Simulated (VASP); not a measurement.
Here is a VASP 6.6.1 calculation.

Contents of INCAR:

```
SYSTEM = W2Br2F
  ALGO = Normal
  EDIFF = 1E-7
  ENCUT = 520
  GGA = PE
  ISIF = 2
  ISMEAR = 0
  ISPIN = 2
  LASPH = .TRUE.
  LCHARG = .TRUE.
  LELF = .TRUE.
  LMAXMIX = 4
  LORBIT = 11
  LREAL = .FALSE.
  LVHAR = .TRUE.
  LWAVE = .FALSE.
  MAGMOM = 0 0 0 0 0
  NBANDS = 36
  NELM = 150
  PREC = Accurate
  SIGMA = 0.1
```

File KPOINTS:

```
k-points
0
G
  6 6 6
  0 0 0
```

The input POSCAR:

```
W2Br2F
1.0
   -1.6589207260      1.6589207260      9.4337619580
    1.6589207260     -1.6589207260      9.4337619580
    1.6589207260      1.6589207260     -9.4337619580
W Br F
2 2 1
Direct
    0.4393167271      0.4393167271      0.0000000000
    0.5606832729      0.5606832729      0.0000000000
    0.1508932563      0.1508932563      0.0000000000
    0.8491067437      0.8491067437      0.0000000000
    0.0000000000      0.0000000000      0.0000000000
```

Potentials or basis: VASP PAW PBE potentials, release 64 (W_sv, Br, F).

The run is started by

```bash
$ cat potpaw_PBE.64/W_sv/POTCAR potpaw_PBE.64/Br/POTCAR potpaw_PBE.64/F/POTCAR > POTCAR
$ mpirun -np 1 vasp_std > vasp.out
```

Question: Predict the largest force.

Answer: 0.262 eV/Å.

Question: Estimate the net moment.

Answer: 0.00 μB per cell.

Question: Estimate the pressure.

Answer: 0.4 GPa.

Stress tensor (GPa, compression positive):
```
0.01 0.00 0.00
0.00 0.01 0.00
0.00 0.00 1.24
```

Caveat: no moment was typed at the start, so none could form.
